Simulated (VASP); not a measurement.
# Si16HC16 (a cell with a defect) in VASP: notebook

The runs below take Si16HC16 (a cell with a defect) through single point, with PBE.

Program: VASP 6.6.1. These are calculated values, not measurements. Logs are shortened: lines on timing, memory, paths and dates and some standing lists are left out, and cuts for length are marked.

## (1) The cell of the first run

The cell holds a defect, 33 atoms: a = 7.586 Å, b = 7.586 Å, c = 7.586 Å, α = 109.47°, β = 109.47°, γ = 109.47°.

## (2) Single point, PBE

File INCAR:

```
SYSTEM = Si16HC16
PREC = Accurate ; ENCUT = 520
EDIFF = 1E-6 ; ISMEAR = 0
SIGMA = 0.02 ; LREAL = Auto
LASPH = .TRUE. ; NELM = 60
ALGO = Normal ; ISIF = 2
LWAVE = .FALSE. ; LCHARG = .FALSE.
GGA = PE ; NELECT = 128.0
NBANDS = 86
```

File KPOINTS:

```
Automatic mesh
0
Gamma
  2 2 2
  0.5 0.5 0.5
```

File POSCAR:

```
Si16HC16
1.0
   -4.3797259407     -4.3797259407      4.3797259407
    4.3797259407     -4.3797259407     -4.3797259407
    4.3797259407      4.3797259407      4.3797259407
Si C H
16 16 1
Direct
    0.2539016174      0.7500108556      0.2521152042
    0.0012402603      0.7499392758      0.5047116029
    0.5016175737      0.5008200352      0.2524278950
    0.2476538520      0.4975925502      0.4985353033
    0.0016099181      0.5008114731      0.7524169422
    0.7485314251      0.7482278673      0.7476080797
    0.4967805131      0.7482060623     -0.0006463875
   -0.0239790118     -0.0085119481      0.2267261727
    0.7491053195      0.2521352968      0.2506733332
    0.5100863685      0.2518657594      0.5034676895
    0.2526978891      0.2519552627      0.7609822042
   -0.0001711294      0.2521035597     -0.0000915582
    0.7517899623      0.5019609742      0.0026525632
    0.7525243690      0.0001175873      0.5025808760
    0.5015564969     -0.0000625610      0.7523580344
    0.2517369842      0.0001174731      0.0033683614
    0.2504641877      0.4981998941      0.2518334514
    0.0009661563      0.4981835689      0.5012886719
    0.5005283503      0.2512444876      0.2524123689
    0.2489618106      0.2328621731      0.4997305835
    0.0015933645      0.2512642377      0.7513741829
    0.7525505122      0.5022698977      0.7533367486
    0.5025227674      0.5023068863      0.0034117432
    1.0046617208      0.7570586710      0.2554829949
    0.7450036930      0.0006796087      0.2495075068
    0.5035415526      0.0002454491      0.5028497285
    0.2520383729      0.0002543538      0.7543956048
   -0.0012908342      0.0006760697     -0.0042455853
    0.7514352598      0.2519629116      0.0022711467
    0.7512104740      0.7497916638      0.5007372675
    0.4983494469      0.7451957141      0.7491875164
    0.2499086735      0.7498052491      0.0020544664
    0.1867750428      0.0372114608      0.4376482743
```

Potentials or basis: VASP PAW PBE potentials, release 64 (Si, C, H).

Started as:

```bash
cat potpaw_PBE.64/Si/POTCAR potpaw_PBE.64/C/POTCAR potpaw_PBE.64/H/POTCAR > POTCAR
mpirun -np 1 vasp_std > vasp.out
```

OUTCAR:

```text
SYSTEM = Si16HC16
   PREC = Accurate
   ENCUT = 520
   EDIFF = 1E-6
   ISMEAR = 0
   LREAL = Auto
   LASPH = .TRUE.
   NELM = 60
   ISIF = 2
   GGA = PE
   NELECT = 128.0

 ion  position               nearest neighbor table
   1  0.254  0.750  0.252-  32 1.89  26 1.90  17 1.90  24 1.92   7 3.07   3 3.08  12 3.08  14 3.09
                            16 3.09   4 3.09   5 3.10  15 3.10  10 3.11  13 3.11   2 3.13
   2  0.001  0.750  0.505-  30 1.89  27 1.90  18 1.90  24 1.92   6 3.07   5 3.08   9 3.08  16 3.09
                             4 3.09  14 3.09   3 3.09  15 3.10  11 3.11  13 3.11   1 3.13
   3  0.502  0.501  0.252-  30 1.89  19 1.89  23 1.90  17 1.90  11 3.04   6 3.07   9 3.07   1 3.08
                            14 3.09   2 3.09  13 3.10  10 3.10   4 3.10   7 3.10  16 3.10  12 3.11
   4  0.248  0.498  0.499-  18 1.88  17 1.88  31 1.89  20 2.01   9 3.09  12 3.09   2 3.09   1 3.09
                             5 3.10   3 3.10   7 3.10   6 3.10  15 3.11   8 3.14  11 3.15  10 3.15
   5  0.002  0.501  0.752-  32 1.89  21 1.89  22 1.90  18 1.90  10 3.04   7 3.07  12 3.07   2 3.08
                            16 3.09   1 3.10   4 3.10  11 3.10  13 3.10   6 3.10  14 3.10   9 3.11
   6  0.749  0.748  0.748-  30 1.88  22 1.89  31 1.89  28 1.90   8 2.97   3 3.07   2 3.07  10 3.08
                            14 3.08  15 3.09   5 3.10   4 3.10  13 3.11  16 3.12   7 3.12  12 3.12
   7  0.497  0.748  0.999-  32 1.88  23 1.89  31 1.89  25 1.90   8 2.97   5 3.07   1 3.07  11 3.07
                            16 3.08  15 3.09   3 3.10   4 3.10  13 3.10  14 3.12   6 3.12   9 3.12
   8  0.976  0.991  0.227-  33 1.67  28 1.84  25 1.84  24 1.93  20 2.00   6 2.97   7 2.97  12 3.02
                             9 3.02  13 3.04  16 3.10  14 3.10   4 3.14
   9  0.749  0.252  0.251-  19 1.89  29 1.89  18 1.89  25 1.89   8 3.02  10 3.05   3 3.07  16 3.08
                             2 3.08  13 3.08  15 3.09   4 3.09  12 3.11   5 3.11   7 3.12  14 3.12
  10  0.510  0.252  0.503-  22 1.88  19 1.88  26 1.89  20 1.93   5 3.04   9 3.05  14 3.06   6 3.08
                            13 3.09   3 3.10  16 3.10  15 3.10   1 3.11   4 3.15
  11  0.253  0.252  0.761-  23 1.88  21 1.88  27 1.89  20 1.93   3 3.04  12 3.05  16 3.06   7 3.07
                            13 3.09   5 3.10  14 3.10  15 3.10   2 3.11   4 3.15
  12  1.000  0.252  1.000-  21 1.89  29 1.89  17 1.89  28 1.89   8 3.02  11 3.05   5 3.07  14 3.08
                            13 3.08   1 3.08  15 3.09   4 3.09   9 3.11   3 3.11   6 3.12  16 3.12
  13  0.752  0.502  0.003-  23 1.89  22 1.89  29 1.89  24 1.92   8 3.04   9 3.08  12 3.08  11 3.09
                            10 3.09   3 3.10   5 3.10   7 3.10   6 3.11  15 3.11   2 3.11   1 3.11
  14  0.753  0.000  0.503-  26 1.89  30 1.89  21 1.89  25 1.90  10 3.06   6 3.08  12 3.08   1 3.09
                             2 3.09   3 3.09  11 3.10   8 3.10   5 3.10  15 3.10   7 3.12   9 3.12
  15  0.502  1.000  0.752-  26 1.90  27 1.90  29 1.90  31 1.92  12 3.09   9 3.09   6 3.09   7 3.09
                             1 3.10   2 3.10  14 3.10  16 3.10  10 3.10  11 3.10  13 3.11   4 3.11
  16  0.252  0.000  0.003-  27 1.89  32 1.89  19 1.89  28 1.90  11 3.06   7 3.08   9 3.08   2 3.09
                             1 3.09   5 3.09   8 3.10  10 3.10   3 3.10  15 3.10   6 3.12  12 3.12
  17  0.250  0.498  0.252-   4 1.88  12 1.89   3 1.90   1 1.90
  18  0.001  0.498  0.501-   4 1.88   9 1.89   5 1.90   2 1.90
  19  0.501  0.251  0.252-  10 1.88   9 1.89   3 1.89  16 1.89
  20  0.249  0.233  0.500-  33 1.25  10 1.93  11 1.93   8 2.00   4 2.01
  21  0.002  0.251  0.751-  11 1.88  12 1.89   5 1.89  14 1.89
  22  0.753  0.502  0.753-  10 1.88   6 1.89  13 1.89   5 1.90
  23  0.503  0.502  0.003-  11 1.88   7 1.89  13 1.89   3 1.90
  24  0.005  0.757  0.255-   1 1.92   2 1.92  13 1.92   8 1.93
  25  0.745  0.001  0.250-   8 1.84   9 1.89   7 1.90  14 1.90
  26  0.504  0.000  0.503-  14 1.89  10 1.89   1 1.90  15 1.90
  27  0.252  0.000  0.754-  16 1.89  11 1.89   2 1.90  15 1.90
  28  0.999  0.001  0.996-   8 1.84  12 1.89   6 1.90  16 1.90
  29  0.751  0.252  0.002-   9 1.89  12 1.89  13 1.89  15 1.90
  30  0.751  0.750  0.501-   6 1.88   2 1.89   3 1.89  14 1.89
  31  0.498  0.745  0.749-   4 1.89   7 1.89   6 1.89  15 1.92
  32  0.250  0.750  0.002-   7 1.88   1 1.89   5 1.89  16 1.89
  33  0.187  0.037  0.438-  20 1.25   8 1.67

  LATTYP: Found a body centered cubic cell.
 ALAT       =     8.7594518814

  Lattice vectors:

 A1 = (  -4.3797259407,  -4.3797259407,   4.3797259407)
 A2 = (   4.3797259407,  -4.3797259407,  -4.3797259407)
 A3 = (   4.3797259407,   4.3797259407,   4.3797259407)

Analysis of symmetry for initial positions (statically):
=====================================================================
 Subroutine PRICEL returns:
 Original cell was already a primitive cell.

 Routine SETGRP: Setting up the symmetry group for a
 body centered cubic supercell.

 Subroutine GETGRP returns: Found  1 space group operations
 (whereof  1 operations were pure point group operations)
 out of a pool of 48 trial point group operations.

The static configuration has the point symmetry C_1 .

Analysis of symmetry for dynamics (positions and initial velocities):
=====================================================================
[... 117 lines left out ...]
     0.080725003  0.080725003  0.080725003

  Shift w.r.t. Gamma in fractional coordinates (k-lattice)
     0.500000000  0.500000000  0.500000000

 Subroutine IBZKPT returns following result:
 ===========================================

 Found      4 irreducible k-points:

 Following reciprocal coordinates:
            Coordinates               Weight
  0.250000  0.250000  0.250000      2.000000
 -0.250000  0.250000  0.250000      2.000000
  0.250000 -0.250000  0.250000      2.000000
  0.250000  0.250000 -0.250000      2.000000
   k-points           NKPTS =      4   k-points in BZ     NKDIM =      4   number of bands    NBANDS=     86
   number of dos      NEDOS =    301   number of ions     NIONS =     33
   total plane-waves  NPLWV = 175616
   dimension x,y,z NGX =    56 NGY =   56 NGZ =   56
   dimension x,y,z NGXF=   112 NGYF=  112 NGZF=  112
   ions per type =              16  16   1
   NGX,Y,Z   is equivalent  to a cutoff of  12.27, 12.27, 12.27 a.u.
   NGXF,Y,Z  is equivalent  to a cutoff of  24.54, 24.54, 24.54 a.u.
 SYSTEM =  Si16HC16
   PREC   = accura    normal or accurate (medium, high low for compatibility)
   ISTART =      0    job   : 0-new  1-cont  2-samecut
   ICHARG =      2    charge: 1-file 2-atom 10-const
   ISPIN  =      1    spin polarized calculation?
   LNONCOLLINEAR =      F non collinear calculations
   LSORBIT =      F    spin-orbit coupling
   LASPH  =      T    aspherical Exc in radial PAW
   ENCUT  =  520.0 eV  38.22 Ry    6.18 a.u.  14.10 14.10 14.10*2*pi/ulx,y,z
   NELM   =     60;   NELMIN=  2; NELMDL= -5     # of ELM steps
   EDIFF  = 0.1E-05   stopping-criterion for ELM
   LREAL  =      T    real-space projection
   EDIFFG = 0.1E-04   stopping-criterion for IOM
   NSW    =      0    number of steps for IOM
   IBRION =     -1    ionic relax: 0-MD 1-quasi-New 2-CG
   NFREE  =      0    steps in history (QN), initial steepest desc. (CG)
   ISIF   =      2    stress and relaxation
   ISYM   =      2    0-nonsym 1-usesym 2-fastsym
   POTIM  = 0.5000    time-step for ionic-motion
   TEBEG  =    0.0;   TEEND  =   0.0 temperature during run
   PSTRESS=    0.0 pullay stress
   NELECT =     128.0000    total number of electrons
   NUPDOWN=      -1.0000    fix difference up-down
   EMIN   =  10.00;   EMAX   =-10.00  energy-range for DOS
   EFERMI =   0.00;   METHOD = LEGACY
   ISMEAR =     0;   SIGMA  =   0.02  broadening in eV -4-tet -1-fermi 0-gaus
   EFERMI_NEDOS =   21; number of points for ismear=-14 and -15
   IALGO  =     38    algorithm
   IMIX   =      4    mixing-type and parameters
     AMIX     =   0.40;   BMIX     =  1.00
     AMIX_MAG =   1.60;   BMIX_MAG =  1.00
  volume/ion in A,a.u.               =      10.18        68.72
  Fermi-wavevector in a.u.,A,eV,Ry     =   1.186710  2.242556 19.160817  1.408280
  Thomas-Fermi vector in A             =   2.322877
   LORBIT       =      0    0 simple, 1 ext, 2 COOP (PROOUT), +10 PAW based schemes
   GGA     = PE    functional components
   LHFCALC =     F    Hartree Fock is set to
   AEXX    =    0.0000 exact exchange contribution
   IVDW    =     0    specifies the selected vdW correction
   LEPSILON=     F    determine dielectric tensor
   LRPA    =     F    only Hartree local field effects (RPA)
 non-spin polarized calculation
 Gauss-broadening in eV      SIGMA  =   0.02
  energy-cutoff  :      520.00
  volume of cell :      336.05
 maximum number of plane-waves:      9092
   NGX = 29   NGY = 29   NGZ = 29

 number of electron     127.9999997 magnetization

 Free energy of the ion-electron system (eV)
  ---------------------------------------------------
  ext. energy  EPLUGINS =         0.00000000
  ---------------------------------------------------
  free energy    TOTEN  =      -251.26240054 eV

  energy without entropy =     -251.26240054  energy(sigma->0) =     -251.26240054

 E-fermi :   7.5404     XC(G=0): -11.2905

 val. band max:        7.4119655491   @ k =   0.2500   0.2500   0.2500
 cond. band min:      10.0351336028   @ k =   0.2500  -0.2500   0.2500
 fundamental gap:      2.6231680536
 Fermi energy:         7.5403572643

 k-point     1 :       0.2500    0.2500    0.2500
  band No.  band energies     occupation
      1      -6.8272      2.00000
      2      -6.1237      2.00000
      3      -6.0959      2.00000
      4      -6.0833      2.00000
      5      -4.3983      2.00000
      6      -3.5431      2.00000
[... 305 lines left out ...]
     75      13.3031      0.00000
     76      13.3622      0.00000
 [bands above 76 left out]

------------------------ aborting loop because EDIFF is reached ----------------------------------------

  FORCE on cell =-STRESS in cart. coord.  units (eV):
  Direction    XX          YY          ZZ          XY          YZ          ZX
  --------------------------------------------------------------------------------------
  -------------------------------------------------------------------------------------
  Total      -10.1937317    -10.1902320     -6.9871248      3.0994389     -1.5450588      1.5515024
  in kB      -48.6007515    -48.5840656    -33.3125810     14.7772241     -7.3663914      7.3971129
  external PRESSURE =     -43.4991327 kB  Pullay stress =       0.0000000 kB

 VOLUME and BASIS-vectors are now :
 -----------------------------------------------------------------------------
  energy-cutoff  :      520.00
  volume of cell :      336.05
      direct lattice vectors                 reciprocal lattice vectors
    -4.379725941 -4.379725941  4.379725941     0.000000000 -0.114162394  0.114162394
     4.379725941 -4.379725941 -4.379725941     0.114162394 -0.114162394  0.000000000
     4.379725941  4.379725941  4.379725941     0.114162394  0.000000000  0.114162394

 POSITION                                       TOTAL-FORCE (eV/Angst)
 -----------------------------------------------------------------------------------
      3.27702     -3.29267     -1.06863         0.056530      0.073785     -0.072296
      5.48959     -1.07946     -1.06860        -0.062666     -0.069910     -0.072452
      1.10207     -3.28484      1.10906         0.000943      0.009496     -0.014653
      3.27811     -1.08053      1.08879        -0.016298      0.003222     -0.071123
      5.48175      1.09491      1.10901         0.002953      0.007897     -0.014076
      3.27299     -3.28108      3.27565        -0.024187      0.008748      0.024040
[... 25 lines left out ...]
      2.19841     -4.36948     -2.18041        -0.007558      0.005524      0.006711
      1.26173      0.93578      2.57183         0.992249     -0.987362      0.090528
 -----------------------------------------------------------------------------------
    total drift:                               -0.023808     -0.039800     -0.056730

  FREE ENERGIE OF THE ION-ELECTRON SYSTEM (eV)
  ---------------------------------------------------
  free  energy   TOTEN  =      -251.2624005380 eV

  energy  without entropy=     -251.2624005380  energy(sigma->0) =     -251.26240054
```

Run time: 2 min. Hardware: 1 thread of Intel Xeon 6975P-C (Granite Rapids), shared host; peak memory 0.42 GiB.

Results:

| Property | Result |
| --- | --- |
| Free energy | -251.2624 eV |
| Largest force | 1.403 eV/Å |

Forces in eV/Å, atoms in the order of the input:
```
Si   0.057  0.074 -0.072
Si  -0.063 -0.070 -0.072
Si   0.001  0.009 -0.015
Si  -0.016  0.003 -0.071
Si   0.003  0.008 -0.014
Si  -0.024  0.009  0.024
Si   0.003  0.015  0.024
Si  -0.252  0.273  0.034
Si  -0.041  0.019  0.016
Si  -0.065 -0.095  0.092
Si   0.082  0.077  0.088
Si  -0.008  0.031  0.017
Si  -0.052  0.040  0.025
Si  -0.022  0.011 -0.024
Si  -0.023  0.033 -0.022
Si  -0.019  0.015 -0.020
C   -0.012  0.009 -0.006
C   -0.015  0.008 -0.002
C   -0.016  0.000 -0.006
C   -0.074  0.096  0.131
C    0.003  0.008  0.003
C   -0.032  0.006 -0.015
C   -0.010  0.030 -0.015
C   -0.223  0.223 -0.188
C   -0.014 -0.008  0.015
C   -0.008  0.025 -0.023
C   -0.026  0.003 -0.027
C    0.008  0.013  0.009
C   -0.064  0.064 -0.009
C   -0.010  0.006  0.021
C   -0.050  0.048  0.004
C   -0.008  0.006  0.007
H    0.992 -0.987  0.091
```

Caveat: the cell carries a net charge on a neutralising background, which shifts energy and pressure; the cell is charged against a uniform background, so pressure and absolute levels hang on convention.

[end of part 1 of 2]
